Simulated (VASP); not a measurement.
# Au (P6_3/mmc) in VASP: a series of runs, part 2 of 2

VASP 6.6.1.

## Step 3: Single point, revPBE+D3(BJ)

This run uses another cell than the first one, of 17.06 Å³/atom.

Contents of INCAR:

```
SYSTEM = Au
PREC = Accurate ; ENCUT = 500
EDIFF = 1E-6 ; ISMEAR = 1
SIGMA = 0.02 ; LREAL = .FALSE.
LASPH = .TRUE. ; NELM = 120
ALGO = Normal ; ISIF = 2
LWAVE = .FALSE. ; LCHARG = .TRUE.
GGA = RE ; IVDW = 12
LELF = .TRUE. ; LVHAR = .TRUE.
NBANDS = 18 ; GGA_COMPAT = .FALSE.
```

Contents of KPOINTS:

```
regular mesh
0
G
  9 9 5
  0 0 0
```

Contents of POSCAR:

```
Au
1.0
    2.8608060062      0.0000000000      0.0000000000
   -1.4304030031      2.4775270553      0.0000000000
    0.0000000000      0.0000000000      4.8140459691
Au
2
Direct
    0.3333333333      0.6666666667      0.7500000000
    0.6666666667      0.3333333333      0.2500000000
```

Potentials or basis: VASP PAW PBE potentials, release 64 (Au).

Run with:

```bash
$ cat potpaw_PBE.64/Au/POTCAR > POTCAR
$ mpirun -np 1 vasp_std > vasp.out
```

It took 7.4 s on 1 thread of Intel Xeon 6975P-C (Granite Rapids), shared host; peak memory 0.16 GiB.

Results (log left out):

```yaml
Free_energy: -7.9472 eV
Pressure: -1.2 GPa
Band_gap_on_the_k_mesh: zero (bands 11 and 12 overlap by 6.21 eV)
Dispersion_energy_per_atom: -1.260 eV
```

Stress tensor (GPa, compression positive):
```
-0.65  0.00  0.00
 0.00 -0.65  0.00
 0.00  0.00 -2.24
```

Levels at points of the mesh, in eV from the Fermi level:
```csv
k point,band 8,band 9,band 10,band 11,band 12,band 13,band 14,band 15
"(0.00, 0.00, 0.00)",-3.47,-3.47,-2.12,-2.12,-1.04,2.76,14.69,15.77
```

Caveat: three body term missing; the PAW data sets were made with another functional, which shifts forces and pressure a little; spin-orbit coupling is left out, which moves the levels of the heavy elements.

## Step 4: Single point, revPBE+D3(BJ)

This run uses another cell than the first one, of 17.42 Å³/atom.

Contents of INCAR:

```
SYSTEM = Au
PREC = Accurate
ENCUT = 500
EDIFF = 1E-6
ISMEAR = 1
SIGMA = 0.02
LREAL = .FALSE.
LASPH = .TRUE.
NELM = 120
ALGO = Normal
ISIF = 2
LWAVE = .FALSE.
LCHARG = .FALSE.
GGA = RE
IVDW = 12
NBANDS = 18
GGA_COMPAT = .FALSE.
```

KPOINTS is that of step 3.

Contents of POSCAR:

```
Au
1.0
    2.8805363263      0.0000000000      0.0000000000
   -1.4402681631      2.4946139888      0.0000000000
    0.0000000000      0.0000000000      4.8472473353
Au
2
Direct
    0.3333333333      0.6666666667      0.7500000000
    0.6666666667      0.3333333333      0.2500000000
```

Potentials or basis: VASP PAW PBE potentials, release 64 (Au).

Run with:

```bash
$ cat potpaw_PBE.64/Au/POTCAR > POTCAR
$ mpirun -np 1 vasp_std > vasp.out
```

OUTCAR:

```text
SYSTEM = Au
   PREC = Accurate
   ENCUT = 500
   EDIFF = 1E-6
   ISMEAR = 1
   LREAL = .FALSE.
   LASPH = .TRUE.
   NELM = 120
   ISIF = 2
   GGA = RE
   IVDW = 12
 IVDW          = 12

 ion  position               nearest neighbor table
   1  0.333  0.667  0.750-   2 2.94   2 2.94   2 2.94   2 2.94   2 2.94   2 2.94
   2  0.667  0.333  0.250-   1 2.94   1 2.94   1 2.94   1 2.94   1 2.94   1 2.94

  LATTYP: Found a hexagonal cell.
 ALAT       =     2.8805363263
 C/A-ratio  =     1.6827586207

  Lattice vectors:
[... 696 lines left out ...]

 Edisp (eV)   -2.46638

 E8    (eV) :    -1.7495

  FORCE on cell =-STRESS in cart. coord.  units (eV):
  Direction    XX          YY          ZZ          XY          YZ          ZX
  --------------------------------------------------------------------------------------
  -------------------------------------------------------------------------------------
  Total      -0.85761    -0.85761    -1.13836    -0.00000    -0.00000     0.00000
  in kB     -39.44832   -39.44821   -52.36228    -0.00000    -0.00000     0.00000
  external pressure =      -43.75 kB  Pullay stress =        0.00 kB

 VOLUME and BASIS-vectors are now :
 -----------------------------------------------------------------------------
  energy-cutoff  :      500.00
  volume of cell :       34.83
      direct lattice vectors                 reciprocal lattice vectors
     2.880536326  0.000000000  0.000000000     0.347157573  0.200431811  0.000000000
    -1.440268163  2.494613989  0.000000000     0.000000000  0.400863622  0.000000000
     0.000000000  0.000000000  4.847247335     0.000000000  0.000000000  0.206302656

 POSITION                                       TOTAL-FORCE (eV/Angst)
 -----------------------------------------------------------------------------------
     -0.00000      1.66308      3.63544         0.000000      0.000000      0.000000
      1.44027      0.83154      1.21181        -0.000000     -0.000000      0.000000
 -----------------------------------------------------------------------------------
    total drift:                               -0.000000      0.000000     -0.000000

  FREE ENERGIE OF THE ION-ELECTRON SYSTEM (eV)
  ---------------------------------------------------
  free  energy   TOTEN  =        -7.9352954577 eV

  energy  without entropy=       -7.9352604357  energy(sigma->0) =       -7.93528378
```

Run time: 8.1 s. Hardware: 1 thread of Intel Xeon 6975P-C (Granite Rapids), shared host; peak memory 0.16 GiB.

What came out:

```yaml
Free_energy: -7.9353 eV
Pressure: -4.4 GPa
Band_gap_on_the_k_mesh: zero (bands 11 and 12 overlap by 6.10 eV)
Dispersion_energy_per_atom: -1.233 eV
```

Levels at points of the mesh, in eV from the Fermi level:
```
           k point  band 8  band 9  band 10  band 11  band 12  band 13  band 14  band 15
(0.00, 0.00, 0.00)   -3.39   -3.39    -2.09    -2.09    -0.93     2.67    14.71    15.77
```

Caveat: three body term missing; the cell stands under tension; the PAW data sets were made with another functional, which shifts forces and pressure a little; spin-orbit coupling is left out, which moves the levels of the heavy elements.

## Step 5: Single point, revPBE+D3(BJ)

This run uses another cell than the first one, of 17.77 Å³/atom.

Contents of INCAR:

```
PREC = Accurate ; ENCUT = 500
EDIFF = 1E-6 ; ISMEAR = 1
SIGMA = 0.02 ; LREAL = F
LASPH = T ; NELM = 120
ALGO = Normal ; ISIF = 2
LWAVE = F ; LCHARG = F
GGA = RE ; IVDW = 12
NBANDS = 18 ; GGA_COMPAT = F
```

Contents of KPOINTS:

```
regular mesh
0
Gamma
  9 9 5
```

Contents of POSCAR:

```
Au
1.0
    2.9000000000      0.0000000000      0.0000000000
   -1.4500000000      2.5114700000      0.0000000000
    0.0000000000      0.0000000000      4.8800000000
Au
2
Direct
    0.3333333333      0.6666666667      0.7500000000
    0.6666666667      0.3333333333      0.2500000000
```

Run with:

```bash
$ cat potpaw_PBE.64/Au/POTCAR > POTCAR
$ mpirun -np 1 vasp_std > vasp.out
```

Run time: 8.7 s. Hardware: 1 thread of Intel Xeon 6975P-C (Granite Rapids), shared host; peak memory 0.17 GiB.

Results (log left out):

```
Free energy                : -7.9102 eV
Pressure                   : -7.1 GPa
Band gap on the k mesh     : zero (bands 11 and 12 overlap by 6.00 eV)
Dispersion energy per atom : -1.208 eV
```

Stress tensor (GPa, compression positive):
```
-6.79  0.00  0.00
 0.00 -6.79  0.00
 0.00  0.00 -7.82
```

Levels at points of the mesh, in eV from the Fermi level:
```csv
k point,band 9,band 10,band 11,band 12,band 13,band 14
"(0.00, 0.00, 0.00)",-3.31,-2.05,-2.05,-0.82,2.58,14.73
```

Caveat: three body term missing; the cell stands under tension; the PAW data sets were made with another functional, which shifts forces and pressure a little; spin-orbit coupling is left out, which moves the levels of the heavy elements.

## Step 6: The runs side by side

```tsv
cell	gap on the mesh (eV)	pressure (GPa)
a = 2.841, b = 2.841, c = 4.780 Å, angles 90.0, 90.0, 120.0°, 2 atoms	none	2.5
a = 2.861, b = 2.861, c = 4.814 Å, angles 90.0, 90.0, 120.0°, 2 atoms	none	-1.2
a = 2.881, b = 2.881, c = 4.847 Å, angles 90.0, 90.0, 120.0°, 2 atoms	none	-4.4
a = 2.900, b = 2.900, c = 4.880 Å, angles 90.0, 90.0, 120.0°, 2 atoms	none	-7.1
```

Alike in all rows: task single point; level revPBE+D3(BJ); potentials or basis VASP PAW PBE potentials, release 64 (Au); no spin polarisation; k mesh 9 × 9 × 5; cutoff (eV) 500; smearing methfessel-paxton 0.02 eV.

Caveats: three body term missing; the PAW data sets were made with another functional, which shifts forces and pressure a little; spin-orbit coupling is left out, which moves the levels of the heavy elements; the cell stands under tension (at least some runs).

Total energies depend on the potentials used, so only differences within one code and one set of settings carry meaning.
